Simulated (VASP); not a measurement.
Crystal: NdHf.

```
CELL_PARAMETERS angstrom
4.85279 0.00000 0.00000
0.00000 4.85279 0.00000
0.00000 0.00000 6.06305
ATOMIC_POSITIONS crystal
Nd 0.00000 0.00000 0.50000
Nd 0.00000 0.50000 0.00000
Nd 0.50000 0.00000 0.00000
Hf 0.50000 0.50000 0.50000
Hf 0.50000 0.50000 0.00000
Hf 0.00000 0.00000 0.00000
```

The cell was generated, and may not be a known phase.

| Property | Result |
| --- | --- |
| Program | VASP 6.6.1 |
| Task | relaxation of cell and atoms |
| Functional | PBE |
| Potentials or basis | VASP PAW PBE potentials, release 64 (Nd_3, Hf_pv), 4f in core |
| Cutoff | 500 eV |
| k mesh | 4 × 4 × 3 |
| Occupations | gaussian, width 0.2 eV |
| Spin | no spin polarisation |

At the start: pressure 35.8 GPa; volume 23.80 Å³/atom.

How do energy, volume and symmetry change on relaxing?

Over 9 steps the energy falls by 1398.2 meV/atom and the volume is 33.70 Å³/atom (+41.6 %); space group P4/mmm (No. 123, to 0.1 Å) before and after.

Step by step:
| step | energy change (eV) | largest force (eV/Å) | pressure (GPa) | volume (Å³) |
| --- | --- | --- | --- | --- |
| 1 | 0.0000 | 0.0000 | 35.78 | 142.78 |
| 2 | -6.3737 | 0.0000 | -7.15 | 273.67 |
| 3 | -7.9679 | 0.0000 | -1.74 | 211.13 |
| 4 | -7.9759 | 0.0000 | -2.56 | 216.10 |
| 5 | -7.9772 | 0.0000 | -2.30 | 214.48 |
| 6 | -8.3786 | 0.0000 | -0.07 | 202.35 |
| 7 | -8.3867 | 0.0000 | 0.33 | 200.63 |
| 8 | -8.3866 | 0.0000 | 0.39 | 200.35 |
| 9 | -8.3893 | 0.0000 | 0.03 | 202.20 |

Final structure:
```cif
data_structure
_symmetry_space_group_name_H-M 'P 1'
_symmetry_Int_Tables_number 1
_cell_length_a 6.0245
_cell_length_b 6.0245
_cell_length_c 5.5711
_cell_angle_alpha 90.000
_cell_angle_beta 90.000
_cell_angle_gamma 90.000
_cell_volume 202.20
loop_
_atom_site_label
_atom_site_type_symbol
_atom_site_fract_x
_atom_site_fract_y
_atom_site_fract_z
_atom_site_occupancy
Nd1 Nd 0.00000 0.00000 0.50000 1
Nd2 Nd 0.00000 0.50000 0.00000 1
Nd3 Nd 0.50000 0.00000 0.00000 1
Hf1 Hf 0.50000 0.50000 0.50000 1
Hf2 Hf 0.50000 0.50000 0.00000 1
Hf3 Hf 0.00000 0.00000 0.00000 1
```

Caveat: the volume moved by over 15 % at a fixed basis, so the end points are rough.
